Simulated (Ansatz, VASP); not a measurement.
## Rb: VASP beside Ansatz

```xyz
1
Lattice="-2.2509 2.2509 2.2509 2.2509 -2.2509 2.2509 2.2509 2.2509 -2.2509" Properties=species:S:1:pos:R:3 pbc="T T T"
Rb    0.0000    0.0000    0.0000
```

Change from the starting cell: volume scaled by 0.5, LAPW.

Alike in both runs: task single point; functional PBE; k mesh 10 × 10 × 10; occupations fermi-dirac, width 0.1 eV; no spin polarisation.

|  | VASP | Ansatz |
| --- | --- | --- |
| version | VASP 6.6.1 | Ansatz 0.2.0 |
| potentials or method | VASP PAW PBE potentials, release 64 (Rb_sv), cutoff 520 eV | all-electron LAPW, scalar-relativistic |

```tsv
	VASP	Ansatz	Ansatz less VASP
pressure (GPa)	6.5	6.5	0.00
```

Ansatz ran all-electron here, and VASP with PAW potentials.
